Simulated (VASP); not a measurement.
# Ga: relaxation of cell and atoms with LDA

Crystal: Ga.

```
Ga
1.0
     2.07096    0.00000    0.00000
     0.00000    2.07096    0.00000
     0.00000    0.00000    2.07096
Ga
1
Direct
  0.00000 0.00000 0.00000
```

| Property | Result |
| --- | --- |
| Program | VASP 6.6.1 |
| Task | relaxation of cell and atoms |
| Functional | LDA |
| Potentials or basis | VASP PAW LDA potentials, release 64 (Ga_d) |
| Cutoff | 600 eV |
| k mesh | 17 × 17 × 17 |
| Occupations | fermi-dirac, width 0.1 eV |
| Spin | no spin polarisation |
| Target pressure | 230 GPa |
| Dipole correction | no |
| Further INCAR settings | ALGO = Normal; EDIFF = 1e-06; IBRION = 2; EDIFFG = -0.005; NSW = 60; ISIF = 3 |

```
Relaxed volume                                         : 9.13 Å³/atom
Relaxed cell                                           : a = 2.090 Å, b = 2.090 Å, c = 2.090 Å, α = 90.00°, β = 90.00°, γ = 90.00°
Space group after relaxing (to 0.05 Å)                 : Pm-3m (No. 221)
Energy change on relaxing (the enthalpy is what falls) : -379.7 meV/atom
Ionic steps                                            : 6
Pressure after relaxing                                : 230.1 GPa
```

Step by step:
| step | energy change (eV) | largest force (eV/Å) | pressure (GPa) | volume (Å³) |
| --- | --- | --- | --- | --- |
| 1 | 0.0000 | 0.0000 | 255.94 | 8.88 |
| 2 | -2.1560 | 0.0000 | 113.73 | 10.86 |
| 3 | -0.4174 | 0.0000 | 227.93 | 9.16 |
| 4 | -0.3871 | 0.0000 | 229.69 | 9.14 |
| 5 | -0.3797 | 0.0000 | 230.10 | 9.13 |
| 6 | -0.3797 | 0.0000 | 230.09 | 9.13 |

Final structure:
```xyz
1
Lattice="2.0903 0.0000 0.0000 0.0000 2.0903 0.0000 0.0000 0.0000 2.0903" Properties=species:S:1:pos:R:3 pbc="T T T"
Ga    2.0903    2.0903    2.0903
```

Levels at points of the mesh, in eV from the Fermi level:
```
           k point  band 4  band 5  band 6  band 7  band 8  band 9
(0.00, 0.00, 0.00)  -15.70  -15.70  -15.70   15.27   15.27   15.27
```

It took 71 s on 1 thread of AMD EPYC 7R13, with other jobs on the host, peak memory 0.1 GiB.

Caveat: the cell is relaxed towards a set pressure, so the enthalpy falls and the energy may rise.
